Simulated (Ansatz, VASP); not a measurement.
**SrO in VASP and in Ansatz**

```
CELL_PARAMETERS angstrom
0.00000 2.56630 2.56630
2.56630 0.00000 2.56630
2.56630 2.56630 0.00000
ATOMIC_POSITIONS crystal
Sr 0.50000 0.50000 0.50000
O 0.00000 0.00000 0.00000
```

Alike in both runs: task relaxation of cell and atoms; functional PBE; k mesh 9 × 9 × 9; occupations fermi-dirac, width 0.05 eV; no spin polarisation.

|  | VASP | Ansatz |
| --- | --- | --- |
| version | VASP 6.6.1 | Ansatz 0.2.0 |
| potentials or method | VASP PAW PBE potentials, release 64 (Sr_sv, O) | Ansatz PAW |
| plane-wave cutoff (eV) | 600 | 420 |
| valence electrons in the cell | 16 | 16 |

|  | VASP | Ansatz | Ansatz less VASP |
| --- | --- | --- | --- |
| relaxed volume (Å³/atom) | 17.62 | 17.52 | -0.093 |
| relaxed cell length with the largest relative difference (Å) | 3.680 | 3.673 | -0.0065 |

Noted on Ansatz's run: odd divisions of the mesh miss points on the zone boundary, where band edges often lie, so the gap on the mesh can be too wide; the plane-wave basis is chosen anew once the cell has moved, so the energies of steps on either side of that aren't comparable.
